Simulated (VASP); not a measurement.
# MgS (P6_3mc) in VASP: a series of runs

MgS is run at these levels: PBEsol; tasks: single point.

Everything below comes from runs of VASP 6.6.1. Logs are shortened: lines on timing, memory, paths and dates and some standing lists are left out, and cuts for length are marked.

### Step 1. The cell of the first run

Symmetry: P6_3mc, No. 186, hexagonal system. The conventional cell has a = 3.949 Å, b = 3.949 Å, c = 6.191 Å, α = 90.00°, β = 90.00°, γ = 120.00°. Within 3.2 Å of Mg (site symmetry 3m) lie 4 S at 2.38 to 2.40 Å. Within 3.2 Å of S (site symmetry 3m) lie 4 Mg at 2.38 to 2.40 Å.

### Step 2. Single point, PBEsol

Contents of INCAR:

```
SYSTEM = MgS
ALGO = Normal ; EDIFF = 1E-6
ENCUT = 600 ; GGA = PS
GGA_COMPAT = .FALSE. ; ISIF = 2
ISMEAR = 0 ; LASPH = .TRUE.
LCHARG = .TRUE. ; LELF = .TRUE.
LREAL = .FALSE. ; LVHAR = .TRUE.
LWAVE = .FALSE. ; NBANDS = 16
NELM = 120 ; PREC = Accurate
SIGMA = 0.01
```

Contents of KPOINTS:

```
k-points
0
G
  6 6 4
  0 0 0
```

Contents of POSCAR:

```
MgS
1.0
    3.9494532104      0.0000000000      0.0000000000
   -1.9747266052      3.4203268113      0.0000000000
    0.0000000000      0.0000000000      6.1906931259
Mg S
2 2
Direct
    0.6666666667      0.3333333333      0.4938692221
    0.3333333333      0.6666666667      0.9938692221
    0.3333333333      0.6666666667      0.3811297779
    0.6666666667      0.3333333333      0.8811297779
```

Potentials or basis: VASP PAW PBE potentials, release 64 (Mg, S).

Launch:

```
$ cat potpaw_PBE.64/Mg/POTCAR potpaw_PBE.64/S/POTCAR > POTCAR
$ mpirun -np 1 vasp_std > vasp.out
```

OUTCAR:

```text
SYSTEM = MgS
   EDIFF = 1E-6
   ENCUT = 600
   GGA = PS
   ISIF = 2
   ISMEAR = 0
   LASPH = .TRUE.
   LREAL = .FALSE.
   NELM = 120
   PREC = Accurate

 ion  position               nearest neighbor table
   1  0.667  0.333  0.494-   3 2.38   3 2.38   3 2.38   4 2.40
   2  0.333  0.667  0.994-   4 2.38   4 2.38   4 2.38   3 2.40
   3  0.333  0.667  0.381-   1 2.38   1 2.38   1 2.38   2 2.40
   4  0.667  0.333  0.881-   2 2.38   2 2.38   2 2.38   1 2.40

  LATTYP: Found a hexagonal cell.
 ALAT       =     3.9494532104
 C/A-ratio  =     1.5674810654

  Lattice vectors:

 A1 = (   3.9494532104,   0.0000000000,   0.0000000000)
 A2 = (  -1.9747266052,   3.4203268113,   0.0000000000)
 A3 = (   0.0000000000,   0.0000000000,   6.1906931259)

Analysis of symmetry for initial positions (statically):
=====================================================================
 Subroutine PRICEL returns:
 Original cell was already a primitive cell.

 Routine SETGRP: Setting up the symmetry group for a
 hexagonal supercell.

 Subroutine GETGRP returns: Found 12 space group operations
 (whereof  6 operations were pure point group operations)
 out of a pool of 24 trial point group operations.

The static configuration has the point symmetry C_3v.
 The point group associated with its full space group is C_6v.

Analysis of symmetry for dynamics (positions and initial velocities):
=====================================================================
 Subroutine PRICEL returns:
 Original cell was already a primitive cell.

 Routine SETGRP: Setting up the symmetry group for a
 hexagonal supercell.

 Subroutine GETGRP returns: Found 12 space group operations
 (whereof  6 operations were pure point group operations)
 out of a pool of 24 trial point group operations.

The dynamic configuration has the point symmetry C_3v.
 The point group associated with its full space group is C_6v.

 Subroutine INISYM returns: Found 12 space group operations
 (whereof  6 operations are pure point group operations),
 and found     1 'primitive' translations

----------------------------------------------------------------------------------------

                                     Primitive cell

  volume of cell :      83.6265

  direct lattice vectors                    reciprocal lattice vectors
     3.949453210  0.000000000  0.000000000     0.253199607  0.146184861  0.000000000
    -1.974726605  3.420326811  0.000000000     0.000000000  0.292369722  0.000000000
     0.000000000  0.000000000  6.190693126     0.000000000  0.000000000  0.161532801

  length of vectors
     3.949453210  3.949453210  6.190693126     0.292369722  0.292369722  0.161532801

  position of ions in fractional coordinates (direct lattice)
     0.666666667  0.333333333  0.493869222
     0.333333333  0.666666667  0.993869222
     0.333333333  0.666666667  0.381129778
     0.666666667  0.333333333  0.881129778

  ion indices of the primitive-cell ions
   primitive index   ion index
                 1           1
                 2           2
                 3           3
                 4           4

----------------------------------------------------------------------------------------

 KPOINTS: k-points

Automatic generation of k-mesh.
 Grid dimensions read from file:
 generate k-points for:    6    6    4

 Generating k-lattice:

  Cartesian coordinates                     Fractional coordinates (reciprocal lattice)
     0.042199934  0.024364144  0.000000000     0.166666667  0.000000000  0.000000000
     0.000000000  0.048728287  0.000000000     0.000000000  0.166666667  0.000000000
     0.000000000  0.000000000  0.040383200     0.000000000  0.000000000  0.250000000

  Length of vectors
     0.048728287  0.048728287  0.040383200

  Shift w.r.t. Gamma in fractional coordinates (k-lattice)
     0.000000000  0.000000000  0.000000000

 Subroutine IBZKPT returns following result:
 ===========================================

 Found     21 irreducible k-points:

 Following reciprocal coordinates:
            Coordinates               Weight
  0.000000  0.000000  0.000000      1.000000
  0.166667 -0.000000  0.000000      6.000000
  0.333333  0.000000  0.000000      6.000000
  0.500000 -0.000000  0.000000      3.000000
  0.166667  0.166667  0.000000      6.000000
  0.333333  0.166667  0.000000     12.000000
[... 13 lines left out ...]
  0.333333  0.166667  0.500000     12.000000
  0.333333  0.333333  0.500000      2.000000
   k-points           NKPTS =     21   k-points in BZ     NKDIM =     21   number of bands    NBANDS=     16
   number of dos      NEDOS =    301   number of ions     NIONS =      4
   total plane-waves  NPLWV =  51200
   dimension x,y,z NGX =    32 NGY =   32 NGZ =   50
   dimension x,y,z NGXF=    64 NGYF=   64 NGZF=  100
   ions per type =               2   2
   NGX,Y,Z   is equivalent  to a cutoff of  13.47, 13.47, 13.43 a.u.
   NGXF,Y,Z  is equivalent  to a cutoff of  26.94, 26.94, 26.85 a.u.
 SYSTEM =  MgS
   PREC   = accura    normal or accurate (medium, high low for compatibility)
   ISTART =      0    job   : 0-new  1-cont  2-samecut
   ICHARG =      2    charge: 1-file 2-atom 10-const
   ISPIN  =      1    spin polarized calculation?
   LNONCOLLINEAR =      F non collinear calculations
   LSORBIT =      F    spin-orbit coupling
   LASPH  =      T    aspherical Exc in radial PAW
   ENCUT  =  600.0 eV  44.10 Ry    6.64 a.u.   7.89  7.89 12.36*2*pi/ulx,y,z
   NELM   =    120;   NELMIN=  2; NELMDL= -5     # of ELM steps
   EDIFF  = 0.1E-05   stopping-criterion for ELM
   LREAL  =      F    real-space projection
   EDIFFG = 0.1E-04   stopping-criterion for IOM
   NSW    =      0    number of steps for IOM
   IBRION =     -1    ionic relax: 0-MD 1-quasi-New 2-CG
   NFREE  =      0    steps in history (QN), initial steepest desc. (CG)
   ISIF   =      2    stress and relaxation
   ISYM   =      2    0-nonsym 1-usesym 2-fastsym
   POTIM  = 0.5000    time-step for ionic-motion
   TEBEG  =    0.0;   TEEND  =   0.0 temperature during run
   PSTRESS=    0.0 pullay stress
   NELECT =      16.0000    total number of electrons
   NUPDOWN=      -1.0000    fix difference up-down
   EMIN   =  10.00;   EMAX   =-10.00  energy-range for DOS
   EFERMI =   0.00;   METHOD = LEGACY
   ISMEAR =     0;   SIGMA  =   0.01  broadening in eV -4-tet -1-fermi 0-gaus
   EFERMI_NEDOS =   21; number of points for ismear=-14 and -15
   IALGO  =     38    algorithm
   IMIX   =      4    mixing-type and parameters
     AMIX     =   0.40;   BMIX     =  1.00
     AMIX_MAG =   1.60;   BMIX_MAG =  1.00
  volume/ion in A,a.u.               =      20.91       141.08
  Fermi-wavevector in a.u.,A,eV,Ry     =   0.943337  1.782648 12.107617  0.889885
  Thomas-Fermi vector in A             =   2.071034
   LORBIT       =      0    0 simple, 1 ext, 2 COOP (PROOUT), +10 PAW based schemes
   GGA     = PS    functional components
   LHFCALC =     F    Hartree Fock is set to
   AEXX    =    0.0000 exact exchange contribution
   IVDW    =     0    specifies the selected vdW correction
   LEPSILON=     F    determine dielectric tensor
   LRPA    =     F    only Hartree local field effects (RPA)
 non-spin polarized calculation
 Gauss-broadening in eV      SIGMA  =   0.01
  energy-cutoff  :      600.00
  volume of cell :       83.63
 maximum number of plane-waves:      2826
 NGX is ok and might be reduce to    32
   NGX = 15   NGY = 15   NGZ = 25

 number of electron      16.0000001 magnetization

 Free energy of the ion-electron system (eV)
  ---------------------------------------------------
  ext. energy  EPLUGINS =         0.00000000
  ---------------------------------------------------
  free energy    TOTEN  =       -17.77833690 eV

  energy without entropy =      -17.77833690  energy(sigma->0) =      -17.77833690

 E-fermi :   1.7941     XC(G=0):  -8.8866

 val. band max:        1.7522400041   @ k =   0.0000   0.0000   0.0000
 cond. band min:       5.3556176494   @ k =   0.0000   0.0000   0.0000
 fundamental gap:      3.6033776453
 Fermi energy:         1.7941126078

 k-point     1 :       0.0000    0.0000    0.0000
  band No.  band energies     occupation
      1     -10.0355      2.00000
      2      -9.1173      2.00000
      3      -1.8767      2.00000
      4       0.9822      2.00000
      5       0.9822      2.00000
      6       1.4761      2.00000
[... 8 lines left out ...]
     15      10.2653      0.00000
     16      10.9305      0.00000

 k-point     2 :       0.1667   -0.0000    0.0000
  band No.  band energies     occupation
      1      -9.8808      2.00000
      2      -9.0467      2.00000
      3      -1.6441      2.00000
      4       0.1546      2.00000
      5       0.6479      2.00000
      6       0.7515      2.00000
[... 8 lines left out ...]
     15      10.3078      0.00000
     16      10.6502      0.00000

 k-point     3 :       0.3333    0.0000    0.0000
  band No.  band energies     occupation
      1      -9.5064      2.00000
      2      -8.9333      2.00000
      3      -1.1677      2.00000
      4      -0.9550      2.00000
      5      -0.4810      2.00000
      6       0.3929      2.00000
[... 8 lines left out ...]
     15      10.6528      0.00000
     16      11.8445      0.00000

 k-point     4 :       0.5000   -0.0000    0.0000
  band No.  band energies     occupation
      1      -9.2401      2.00000
      2      -8.9338      2.00000
      3      -1.6472      2.00000
      4      -0.9676      2.00000
      5      -0.4206      2.00000
      6       0.2418      2.00000
[... 8 lines left out ...]
     15      11.0173      0.00000
     16      13.0730      0.00000

 k-point     5 :       0.1667    0.1667    0.0000
  band No.  band energies     occupation
      1      -9.6133      2.00000
      2      -8.9541      2.00000
      3      -1.2167      2.00000
      4      -0.4974      2.00000
      5      -0.4686      2.00000
      6       0.4791      2.00000
[... 8 lines left out ...]
     15      10.9138      0.00000
     16      11.2375      0.00000

 k-point     6 :       0.3333    0.1667    0.0000
  band No.  band energies     occupation
      1      -9.2545      2.00000
      2      -8.9222      2.00000
      3      -1.3557      2.00000
      4      -0.8451      2.00000
      5      -0.4645      2.00000
      6      -0.1421      2.00000
[... 8 lines left out ...]
     15      10.6621      0.00000
     16      12.4821      0.00000
[... 210 lines left out ...]
 k-point    18 :       0.5000   -0.0000    0.5000
  band No.  band energies     occupation
      1      -9.0820      2.00000
      2      -9.0820      2.00000
      3      -1.7705      2.00000
      4      -1.7705      2.00000
      5       0.6527      2.00000
      6       0.6527      2.00000
[... 8 lines left out ...]
     15      11.5515      0.00000
     16      11.5515      0.00000

 k-point    19 :       0.1667    0.1667    0.5000
  band No.  band energies     occupation
      1      -9.3020      2.00000
      2      -9.3020      2.00000
      3      -1.0425      2.00000
      4      -1.0425      2.00000
      5       0.5051      2.00000
      6       0.5051      2.00000
[... 8 lines left out ...]
     15      10.7289      0.00000
     16      10.7289      0.00000

 k-point    20 :       0.3333    0.1667    0.5000
  band No.  band energies     occupation
      1      -9.0848      2.00000
      2      -9.0848      2.00000
      3      -1.5479      2.00000
      4      -1.5479      2.00000
      5       0.0360      2.00000
      6       0.0360      2.00000
[... 8 lines left out ...]
     15      11.2597      0.00000
     16      11.2597      0.00000

 k-point    21 :       0.3333    0.3333    0.5000
  band No.  band energies     occupation
      1      -9.0097      2.00000
      2      -9.0097      2.00000
      3      -1.4185      2.00000
      4      -1.4185      2.00000
      5      -0.5916      2.00000
      6      -0.5916      2.00000
[... 8 lines left out ...]
     15      10.9718      0.00000
     16      10.9718      0.00000

------------------------ aborting loop because EDIFF is reached ----------------------------------------

  FORCE on cell =-STRESS in cart. coord.  units (eV):
  Direction    XX          YY          ZZ          XY          YZ          ZX
  --------------------------------------------------------------------------------------
  -------------------------------------------------------------------------------------
  Total        2.5953494      2.5953494      2.5826725      0.0000000      0.0000000      0.0000000
  in kB       49.7235998     49.7235998     49.4807258      0.0000000      0.0000000      0.0000000
  external PRESSURE =      49.6426418 kB  Pullay stress =       0.0000000 kB

 VOLUME and BASIS-vectors are now :
 -----------------------------------------------------------------------------
  energy-cutoff  :      600.00
  volume of cell :       83.63
      direct lattice vectors                 reciprocal lattice vectors
     3.949453210  0.000000000  0.000000000     0.253199607  0.146184861  0.000000000
    -1.974726605  3.420326811  0.000000000     0.000000000  0.292369722  0.000000000
     0.000000000  0.000000000  6.190693126     0.000000000  0.000000000  0.161532801

 POSITION                                       TOTAL-FORCE (eV/Angst)
 -----------------------------------------------------------------------------------
      1.97473      1.14011      3.05739         0.000000      0.000000      0.000983
     -0.00000      2.28022      6.15274         0.000000      0.000000      0.000983
     -0.00000      2.28022      2.35946         0.000000     -0.000000     -0.000983
      1.97473      1.14011      5.45480        -0.000000      0.000000     -0.000983
 -----------------------------------------------------------------------------------
    total drift:                               -0.000000      0.000000     -0.000715

  FREE ENERGIE OF THE ION-ELECTRON SYSTEM (eV)
  ---------------------------------------------------
  free  energy   TOTEN  =       -17.7783369012 eV

  energy  without entropy=      -17.7783369012  energy(sigma->0) =      -17.77833690
```

Run time: 12 s. Hardware: 1 thread of Intel Xeon 6975P-C (Granite Rapids), shared host; peak memory 0.23 GiB.

Results:

| Property | Result |
| --- | --- |
| Free energy | -17.7783 eV |
| Pressure | 5.0 GPa |
| Band gap on the k mesh | 3.60 eV, direct |

Levels at points of the mesh, in eV from the valence-band top:
| k point | band 5 | band 6 | band 7 | band 8 | band 9 | band 10 | band 11 | band 12 |
| --- | --- | --- | --- | --- | --- | --- | --- | --- |
| (0.00, 0.00, 0.00) | -0.77 | -0.28 | -0.28 | 0.00 | 3.60 | 4.65 | 7.38 | 7.38 |
| (0.50, 0.00, 0.00) | -2.17 | -1.51 | -1.12 | -0.59 | 4.47 | 5.08 | 5.89 | 7.36 |
| (0.00, 0.00, 0.50) | -0.53 | -0.53 | -0.53 | -0.53 | 5.03 | 5.03 | 7.51 | 7.51 |
| (0.50, 0.00, 0.50) | -1.10 | -1.10 | -0.92 | -0.92 | 4.51 | 4.51 | 6.26 | 6.26 |

Caveat: the PAW data sets were made with another functional, which shifts forces and pressure a little. PBEsol gaps usually lie below the measured ones, often by a third to a half.

### Step 3. Single point, PBEsol

This run uses another cell than the first one, of 22.54 Å³/atom, 1.078 times its volume.

Contents of INCAR:

```
SYSTEM = MgS
ALGO     = Normal         ! electronic algorithm
EDIFF    = 1E-6           ! SCF threshold, eV
ENCUT    = 600            ! plane-wave cutoff, eV
GGA      = PS             ! functional
GGA_COMPAT= .False.      
ISIF     = 2              ! what is computed and relaxed
ISMEAR   = 0              ! smearing method
LASPH    = .True.         ! aspherical terms in the spheres
LCHARG   = .False.        ! write CHGCAR
LREAL    = .False.        ! projectors in reciprocal space
LWAVE    = .False.        ! write WAVECAR
NBANDS   = 16             ! bands
NELM     = 120            ! most SCF steps
PREC     = Accurate       ! precision mode
SIGMA    = 0.01           ! smearing width, eV
```

Contents of KPOINTS:

```
k-points
0
Gamma
  6 6 4
  0 0 0
```

Contents of POSCAR:

```
MgS
1.0
    4.0287907835      0.0000000000      0.0000000000
   -2.0143953918      3.4890351651      0.0000000000
    0.0000000000      0.0000000000      6.4152052795
Mg S
2 2
Direct
    0.6666666667      0.3333333333      0.4962632512
    0.3333333333      0.6666666667      0.9962632512
    0.3333333333      0.6666666667      0.3787357488
    0.6666666667      0.3333333333      0.8787357488
```

Potentials or basis: VASP PAW PBE potentials, release 64 (Mg, S).

Launch:

```
$ cat potpaw_PBE.64/Mg/POTCAR potpaw_PBE.64/S/POTCAR > POTCAR
$ mpirun -np 1 vasp_std > vasp.out
```

It took 13 s on 1 thread of Intel Xeon 6975P-C (Granite Rapids), shared host; peak memory 0.23 GiB.

Results (log left out):

- Free energy: -17.8731 eV
- Pressure: -0.1 GPa
- Band gap on the k mesh: 3.30 eV, direct

Forces in eV/Å, atoms in the order of the input:
```
Mg   0.000  0.000  0.003
Mg   0.000  0.000  0.003
S    0.000  0.000 -0.003
S    0.000  0.000 -0.003
```

Levels at points of the mesh, in eV from the valence-band top:
```tsv
k point	band 5	band 6	band 7	band 8	band 9	band 10	band 11	band 12
(0.00, 0.00, 0.00)	-0.58	-0.15	-0.15	0.00	3.30	4.58	7.40	7.40
(0.50, 0.00, 0.00)	-1.93	-1.27	-0.96	-0.47	4.59	5.07	5.71	7.39
(0.00, 0.00, 0.50)	-0.38	-0.38	-0.38	-0.38	4.80	4.80	7.52	7.52
(0.50, 0.00, 0.50)	-0.91	-0.91	-0.82	-0.82	4.50	4.50	6.21	6.21
```

Caveat: the PAW data sets were made with another functional, which shifts forces and pressure a little.
